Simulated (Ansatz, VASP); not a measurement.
## AlN: VASP beside Ansatz

INCAR

```
PREC = Accurate
ENCUT = 520
EDIFF = 1E-6
ISMEAR = -4
SIGMA = 0.05
LREAL = False
LASPH = True
NELM = 80
ALGO = Normal
ISIF = 2
LWAVE = False
LCHARG = False
GGA = PE
NBANDS = 11
```

KPOINTS

```
Automatic mesh
0
Gamma
  10 10 10
```

The input POSCAR:

```
AlN
1.0
    0.0000000000      2.2015871043      2.2015871043
    2.2015871043      0.0000000000      2.2015871043
    2.2015871043      2.2015871043      0.0000000000
Al N
1 1
Direct
    0.0000000000     -0.0454217777      0.0000000000
    0.7500000000      0.7500000000      0.7500000000
```

Input for Ansatz:

```yaml
crystal:
  lattice:
    - [0.0, 2.2015871043, 2.2015871043]
    - [2.2015871043, 0.0, 2.2015871043]
    - [2.2015871043, 2.2015871043, 0.0]
  atoms:
    - { symbol: Al, position: [0.0, -0.0454217777, 0.0] }
    - { symbol: "N", position: [0.75, 0.75, 0.75] }
basis:
  ecutwfc: 420
kpoints:
  mp_grid: { grid: [10, 10, 10] }
hamiltonian:
  xc: pbe
scf:
  occupations: { method: tetrahedron_uncorrected }
output:
  forces: true
  eigenvalues: true
  stress: true
```

Alike in both runs: task single point; functional PBE; k mesh 10 × 10 × 10; no spin polarisation.

|  | VASP | Ansatz |
| --- | --- | --- |
| version | VASP 6.6.1 | Ansatz 0.2.0 |
| potentials or method | VASP PAW PBE potentials, release 64 (Al, N), cutoff 520 eV | scalar-relativistic, plane waves, PAW |
| occupations | tetrahedron | tetrahedron-uncorrected |
| valence electrons in the cell | 8 | 8 |

```tsv
	VASP	Ansatz	Ansatz less VASP
gap on the k mesh at the Fermi level (eV)	2.94	2.95	+0.009
pressure (GPa)	2.1	2.3	+0.25
traceless stress, the component that is largest in VASP (GPa)	6.42	6.39	-0.036
rms of the force components (eV/Å)	1.205	1.201	-0.0047
```

Atom by atom the forces differ by 0.005 eV/Å (rms over components). Ansatz's warnings: band table not solved further.
